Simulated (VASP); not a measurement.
# BaO (Fm-3m) in VASP: a series of runs

Runs on BaO. Level: PBEsol. Tasks: single point.

Program: VASP 6.6.1. These are calculated values, not measurements. Logs are shortened: lines on timing, memory, paths and dates and some standing lists are left out, and cuts for length are marked.

## 1. The cell of the first run

The structure is cubic, space group Fm-3m (No. 225). The conventional cell has a = 5.572 Å, b = 5.572 Å, c = 5.572 Å, α = 90.00°, β = 90.00°, γ = 90.00°. Ba (site symmetry m-3m) has 6 O at 2.79 Å within 3.7 Å. O (site symmetry m-3m) has 6 Ba at 2.79 Å within 3.7 Å.

## 2. Single point, PBEsol

INCAR reads:

```
ALGO = Normal
EDIFF = 1E-6
ENCUT = 600
GGA = PS
GGA_COMPAT = False
ISIF = 2
ISMEAR = 0
LASPH = True
LCHARG = True
LELF = True
LREAL = False
LVHAR = True
LWAVE = False
NBANDS = 15
NELM = 120
PREC = Accurate
SIGMA = 0.01
```

KPOINTS reads:

```
k-points
0
Gamma
  6 6 6
```

POSCAR reads:

```
BaO
1.0
    0.0000000000      2.7861883605      2.7861883605
    2.7861883605      0.0000000000      2.7861883605
    2.7861883605      2.7861883605      0.0000000000
Ba O
1 1
Direct
    0.0000000000      0.0000000000      0.0000000000
    0.5000000000      0.5000000000      0.5000000000
```

Potentials or basis: VASP PAW PBE potentials, release 64 (Ba_sv, O).

Launch:

```
$ cat potpaw_PBE.64/Ba_sv/POTCAR potpaw_PBE.64/O/POTCAR > POTCAR
$ mpirun -np 1 vasp_std > vasp.out
```

OUTCAR:

```text
EDIFF = 1E-6
   ENCUT = 600
   GGA = PS
   ISIF = 2
   ISMEAR = 0
   LASPH = True
   LREAL = False
   NELM = 120
   PREC = Accurate

 ion  position               nearest neighbor table
   1  0.000  0.000  0.000-   2 2.79   2 2.79   2 2.79   2 2.79   2 2.79   2 2.79
   2  0.500  0.500  0.500-   1 2.79   1 2.79   1 2.79   1 2.79   1 2.79   1 2.79

  LATTYP: Found a face centered cubic cell.
 ALAT       =     5.5723767210

  Lattice vectors:

 A1 = (   0.0000000000,   2.7861883605,   2.7861883605)
 A2 = (   2.7861883605,   0.0000000000,   2.7861883605)
 A3 = (   2.7861883605,   2.7861883605,   0.0000000000)

Analysis of symmetry for initial positions (statically):
=====================================================================
 Subroutine PRICEL returns:
 Original cell was already a primitive cell.

 Routine SETGRP: Setting up the symmetry group for a
 face centered cubic supercell.

 Subroutine GETGRP returns: Found 48 space group operations
 (whereof 48 operations were pure point group operations)
 out of a pool of 48 trial point group operations.

The static configuration has the point symmetry O_h .

Analysis of symmetry for dynamics (positions and initial velocities):
=====================================================================
 Subroutine PRICEL returns:
 Original cell was already a primitive cell.

 Routine SETGRP: Setting up the symmetry group for a
 face centered cubic supercell.

 Subroutine GETGRP returns: Found 48 space group operations
 (whereof 48 operations were pure point group operations)
 out of a pool of 48 trial point group operations.

The dynamic configuration has the point symmetry O_h .

 Subroutine INISYM returns: Found 48 space group operations
 (whereof 48 operations are pure point group operations),
 and found     1 'primitive' translations

----------------------------------------------------------------------------------------

                                     Primitive cell

  volume of cell :      43.2575

  direct lattice vectors                    reciprocal lattice vectors
     0.000000000  2.786188361  2.786188361    -0.179456639  0.179456639  0.179456639
     2.786188361  0.000000000  2.786188361     0.179456639 -0.179456639  0.179456639
     2.786188361  2.786188361  0.000000000     0.179456639  0.179456639 -0.179456639

  length of vectors
     3.940265367  3.940265367  3.940265367     0.310828017  0.310828017  0.310828017

  position of ions in fractional coordinates (direct lattice)
     0.000000000  0.000000000  0.000000000
     0.500000000  0.500000000  0.500000000

  ion indices of the primitive-cell ions
   primitive index   ion index
                 1           1
                 2           2

----------------------------------------------------------------------------------------

 KPOINTS: k-points

Automatic generation of k-mesh.
 Grid dimensions read from file:
 generate k-points for:    6    6    6

 Generating k-lattice:

  Cartesian coordinates                     Fractional coordinates (reciprocal lattice)
    -0.029909440  0.029909440  0.029909440     0.166666667  0.000000000  0.000000000
     0.029909440 -0.029909440  0.029909440     0.000000000  0.166666667  0.000000000
     0.029909440  0.029909440 -0.029909440     0.000000000  0.000000000  0.166666667

  Length of vectors
     0.051804670  0.051804670  0.051804670

  Shift w.r.t. Gamma in fractional coordinates (k-lattice)
     0.000000000  0.000000000  0.000000000

 Subroutine IBZKPT returns following result:
 ===========================================

 Found     16 irreducible k-points:

 Following reciprocal coordinates:
            Coordinates               Weight
  0.000000  0.000000  0.000000      1.000000
  0.166667  0.000000  0.000000      8.000000
  0.333333  0.000000  0.000000      8.000000
  0.500000  0.000000  0.000000      4.000000
  0.166667  0.166667  0.000000      6.000000
  0.333333  0.166667  0.000000     24.000000
[... 8 lines left out ...]
 -0.333333  0.333333  0.166667     24.000000
 -0.333333  0.500000  0.166667     12.000000
   k-points           NKPTS =     16   k-points in BZ     NKDIM =     16   number of bands    NBANDS=     15
   number of dos      NEDOS =    301   number of ions     NIONS =      2
   total plane-waves  NPLWV =  32768
   dimension x,y,z NGX =    32 NGY =   32 NGZ =   32
   dimension x,y,z NGXF=    64 NGYF=   64 NGZF=   64
   ions per type =               1   1
   NGX,Y,Z   is equivalent  to a cutoff of  13.50, 13.50, 13.50 a.u.
   NGXF,Y,Z  is equivalent  to a cutoff of  27.00, 27.00, 27.00 a.u.
 SYSTEM =  unknown system
   PREC   = accura    normal or accurate (medium, high low for compatibility)
   ISTART =      0    job   : 0-new  1-cont  2-samecut
   ICHARG =      2    charge: 1-file 2-atom 10-const
   ISPIN  =      1    spin polarized calculation?
   LNONCOLLINEAR =      F non collinear calculations
   LSORBIT =      F    spin-orbit coupling
   LASPH  =      T    aspherical Exc in radial PAW
   ENCUT  =  600.0 eV  44.10 Ry    6.64 a.u.   7.87  7.87  7.87*2*pi/ulx,y,z
   NELM   =    120;   NELMIN=  2; NELMDL= -5     # of ELM steps
   EDIFF  = 0.1E-05   stopping-criterion for ELM
   LREAL  =      F    real-space projection
   EDIFFG = 0.1E-04   stopping-criterion for IOM
   NSW    =      0    number of steps for IOM
   IBRION =     -1    ionic relax: 0-MD 1-quasi-New 2-CG
   NFREE  =      0    steps in history (QN), initial steepest desc. (CG)
   ISIF   =      2    stress and relaxation
   ISYM   =      2    0-nonsym 1-usesym 2-fastsym
   POTIM  = 0.5000    time-step for ionic-motion
   TEBEG  =    0.0;   TEEND  =   0.0 temperature during run
   PSTRESS=    0.0 pullay stress
   NELECT =      16.0000    total number of electrons
   NUPDOWN=      -1.0000    fix difference up-down
   EMIN   =  10.00;   EMAX   =-10.00  energy-range for DOS
   EFERMI =   0.00;   METHOD = LEGACY
   ISMEAR =     0;   SIGMA  =   0.01  broadening in eV -4-tet -1-fermi 0-gaus
   EFERMI_NEDOS =   21; number of points for ismear=-14 and -15
   IALGO  =     38    algorithm
   IMIX   =      4    mixing-type and parameters
     AMIX     =   0.40;   BMIX     =  1.00
     AMIX_MAG =   1.60;   BMIX_MAG =  1.00
  volume/ion in A,a.u.               =      21.63       145.96
  Fermi-wavevector in a.u.,A,eV,Ry     =   1.175153  2.220717 18.789431  1.380984
  Thomas-Fermi vector in A             =   2.311538
   LORBIT       =      0    0 simple, 1 ext, 2 COOP (PROOUT), +10 PAW based schemes
   GGA     = PS    functional components
   LHFCALC =     F    Hartree Fock is set to
   AEXX    =    0.0000 exact exchange contribution
   IVDW    =     0    specifies the selected vdW correction
   LEPSILON=     F    determine dielectric tensor
   LRPA    =     F    only Hartree local field effects (RPA)
 non-spin polarized calculation
 Gauss-broadening in eV      SIGMA  =   0.01
  energy-cutoff  :      600.00
  volume of cell :       43.26
 maximum number of plane-waves:      1459
   NGX = 15   NGY = 15   NGZ = 15

 number of electron      16.0000002 magnetization

 Free energy of the ion-electron system (eV)
  ---------------------------------------------------
  ext. energy  EPLUGINS =         0.00000000
  ---------------------------------------------------
  free energy    TOTEN  =       -12.39710545 eV

  energy without entropy =      -12.39710545  energy(sigma->0) =      -12.39710545

 E-fermi :   1.6243     XC(G=0):  -9.7708

 val. band max:        1.5778037144   @ k =   0.5000   0.5000   0.0000
 cond. band min:       3.5111017734   @ k =   0.5000   0.5000   0.0000
 fundamental gap:      1.9332980590
 Fermi energy:         1.6242611694

 k-point     1 :       0.0000    0.0000    0.0000
  band No.  band energies     occupation
      1     -24.2589      2.00000
      2     -13.2948      2.00000
      3      -8.7830      2.00000
      4      -8.7830      2.00000
      5      -8.7830      2.00000
      6       1.2730      2.00000
      7       1.2730      2.00000
      8       1.2730      2.00000
      9       4.8743      0.00000
     10       6.2266      0.00000
     11       6.2266      0.00000
     12       6.2266      0.00000
     13       8.4684      0.00000
     14       8.4684      0.00000
     15      11.3277      0.00000

 k-point     2 :       0.1667    0.0000    0.0000
  band No.  band energies     occupation
      1     -24.2003      2.00000
      2     -13.4688      2.00000
      3      -8.8433      2.00000
      4      -8.8136      2.00000
      5      -8.8136      2.00000
      6       0.7181      2.00000
      7       0.9467      2.00000
      8       0.9467      2.00000
      9       5.8509      0.00000
     10       6.1575      0.00000
     11       6.7275      0.00000
     12       6.7275      0.00000
     13       9.1360      0.00000
     14       9.1360      0.00000
     15      12.9270      0.00000

 k-point     3 :       0.3333    0.0000    0.0000
  band No.  band energies     occupation
      1     -24.0791      2.00000
      2     -13.8181      2.00000
      3      -8.9513      2.00000
      4      -8.8728      2.00000
      5      -8.8728      2.00000
      6      -0.0773      2.00000
      7       0.3967      2.00000
      8       0.3967      2.00000
      9       6.1308      0.00000
     10       7.9317      0.00000
     11       7.9317      0.00000
     12       8.2295      0.00000
     13      10.6370      0.00000
     14      10.6370      0.00000
     15      15.1645      0.00000
[... 199 lines left out ...]
 k-point    15 :      -0.3333    0.3333    0.1667
  band No.  band energies     occupation
      1     -23.9643      2.00000
      2     -13.7399      2.00000
      3      -9.6079      2.00000
      4      -9.6007      2.00000
      5      -8.8743      2.00000
      6       0.1934      2.00000
      7       1.0289      2.00000
      8       1.0580      2.00000
      9       6.2451      0.00000
     10       6.4876      0.00000
     11       8.8142      0.00000
     12      10.0569      0.00000
     13      11.3839      0.00000
     14      13.1505      0.00000
     15      13.8405      0.00000

 k-point    16 :      -0.3333    0.5000    0.1667
  band No.  band energies     occupation
      1     -23.9479      2.00000
      2     -13.5968      2.00000
      3     -10.0244      2.00000
      4      -9.5891      2.00000
      5      -8.9793      2.00000
      6       0.5594      2.00000
      7       1.3532      2.00000
      8       1.4638      2.00000
      9       4.7954      0.00000
     10       7.6663      0.00000
     11       8.1382      0.00000
     12      11.0072      0.00000
     13      11.2811      0.00000
     14      13.3545      0.00000
     15      13.6807      0.00000

------------------------ aborting loop because EDIFF is reached ----------------------------------------

  FORCE on cell =-STRESS in cart. coord.  units (eV):
  Direction    XX          YY          ZZ          XY          YZ          ZX
  --------------------------------------------------------------------------------------
  -------------------------------------------------------------------------------------
  Total       -0.4289823     -0.4289823     -0.4289823     -0.0000000      0.0000000     -0.0000000
  in kB      -15.8887048    -15.8887048    -15.8887048     -0.0000000      0.0000000     -0.0000000
  external PRESSURE =     -15.8887048 kB  Pullay stress =       0.0000000 kB

 VOLUME and BASIS-vectors are now :
 -----------------------------------------------------------------------------
  energy-cutoff  :      600.00
  volume of cell :       43.26
      direct lattice vectors                 reciprocal lattice vectors
     0.000000000  2.786188361  2.786188361    -0.179456639  0.179456639  0.179456639
     2.786188361  0.000000000  2.786188361     0.179456639 -0.179456639  0.179456639
     2.786188361  2.786188361  0.000000000     0.179456639  0.179456639 -0.179456639

 POSITION                                       TOTAL-FORCE (eV/Angst)
 -----------------------------------------------------------------------------------
      0.00000      0.00000      0.00000         0.000000     -0.000000     -0.000000
      2.78619      2.78619      2.78619        -0.000000      0.000000      0.000000
 -----------------------------------------------------------------------------------
    total drift:                                0.000000     -0.000000      0.000000

  FREE ENERGIE OF THE ION-ELECTRON SYSTEM (eV)
  ---------------------------------------------------
  free  energy   TOTEN  =       -12.3971054490 eV

  energy  without entropy=      -12.3971054490  energy(sigma->0) =      -12.39710545
```

It took 6.9 s on 1 thread of Intel Xeon 6975P-C (Granite Rapids), shared host; peak memory 0.18 GiB.

Results:

```yaml
Free_energy: -12.3971 eV
Pressure: -1.6 GPa
Band_gap_on_the_k_mesh: 1.93 eV, direct
```

Levels at points of the mesh, in eV from the valence-band top:
| k point | band 4 | band 5 | band 6 | band 7 | band 8 | band 9 | band 10 | band 11 | band 12 | band 13 |
| --- | --- | --- | --- | --- | --- | --- | --- | --- | --- | --- |
| (0.00, 0.00, 0.00) | -10.36 | -10.36 | -0.30 | -0.30 | -0.30 | 3.30 | 4.65 | 4.65 | 4.65 | 6.89 |
| (0.50, 0.00, 0.00) | -10.48 | -10.48 | -1.98 | -1.42 | -1.42 | 4.85 | 7.10 | 7.10 | 7.91 | 10.41 |
| (0.50, 0.50, 0.00) | -10.93 | -10.93 | -0.14 | -0.14 | 0.00 | 1.93 | 5.86 | 8.83 | 9.11 | 9.69 |

Caveat: the PAW data sets were made with another functional, which shifts forces and pressure a little; spin-orbit coupling is left out, which moves the levels of the heavy elements. A k mesh can miss the band edges.

(Part 1 of 2 ends here.)
